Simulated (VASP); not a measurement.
The system is TiO2.

```
CELL_PARAMETERS angstrom
4.63030 0.00000 0.00000
0.00000 4.63030 0.00000
0.00000 0.00000 2.97881
ATOMIC_POSITIONS crystal
Ti 0.00000 0.00000 0.50000
Ti 0.50000 0.50000 0.00000
O 0.30432 0.30432 0.50000
O 0.19568 0.80432 0.00000
O 0.80432 0.19568 0.00000
O 0.69568 0.69568 0.50000
```

Base run:

| Quantity | Value |
| --- | --- |
| Program | VASP 6.6.1 |
| Functional | revPBE |
| Dispersion | D3(BJ) |
| Potentials or basis | VASP PAW PBE potentials, release 64 (Ti_sv, O) |
| Cutoff | 520 eV |
| k mesh | 6 × 6 × 9 |
| Occupations | fermi-dirac, width 0.05 eV |
| Spin | no spin polarisation |

Its results: band gap on the k mesh 1.82 eV, direct; pressure -3.7 GPa; largest force 0.035 eV/Å.

Task: The run is repeated on the same cell with these changes: functional from revPBE to BLYP. What comes out?

Result: Band gap on the k mesh 1.78 eV, direct; pressure -2.4 GPa; largest force 0.021 eV/Å.

Caveats: the PAW data sets were made with another functional, which shifts forces and pressure a little.

A k mesh can miss the band edges.
